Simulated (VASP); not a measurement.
Set up this calculation in VASP 6.6.1, as the native input.

* Task: single point
* Functional: PBE
* Potentials or basis: VASP PAW PBE potentials, release 64 (Si, C)
* Cutoff: 520 eV
* k mesh: 6 × 6 × 6
* Occupations: gaussian, width 0.1 eV
* Spin: no spin polarisation
* Dipole correction: no
* Further INCAR settings: ALGO = Normal; EDIFF = 1e-07; NBANDS = 13

The structure of Si2C lies in POSCAR:

```
Si2C
1.0
    0.0000000000      2.7754637500      2.7754637500
    2.7754637500      0.0000000000      2.7754637500
    2.7754637500      2.7754637500      0.0000000000
Si C
2 1
Direct
    0.2500000000      0.2500000000      0.2500000000
    0.7500000000      0.7500000000      0.7500000000
    0.5000000000      0.5000000000      0.5000000000
```

The cell was built from a structure type or drawn by symmetry, and may not be a known phase.

One way to write it, as run:

INCAR

```
PREC = Accurate
ENCUT = 520
EDIFF = 1E-7
ISMEAR = 0
SIGMA = 0.1
LREAL = F
LASPH = T
NELM = 60
ALGO = Normal
ISIF = 2
LWAVE = F
LCHARG = F
GGA = PE
NBANDS = 13
```

KPOINTS

```
regular mesh
0
Gamma
  6 6 6
```

Potentials or basis: VASP PAW PBE potentials, release 64 (Si, C).

Command:

```console
$ cat potpaw_PBE.64/Si/POTCAR potpaw_PBE.64/C/POTCAR > POTCAR
$ mpirun -np 1 vasp_std > vasp.out
```

It gave:

```
Pressure               : -7.2 GPa
Band gap on the k mesh : zero (bands 6 and 7 overlap by 2.28 eV)
```

Caveat: the cell stands under tension.

Run time: 12 s on 1 thread of Intel(R) Xeon(R) Platinum 8488C (Sapphire Rapids), with other jobs on the host, peak memory 0.15 GiB.
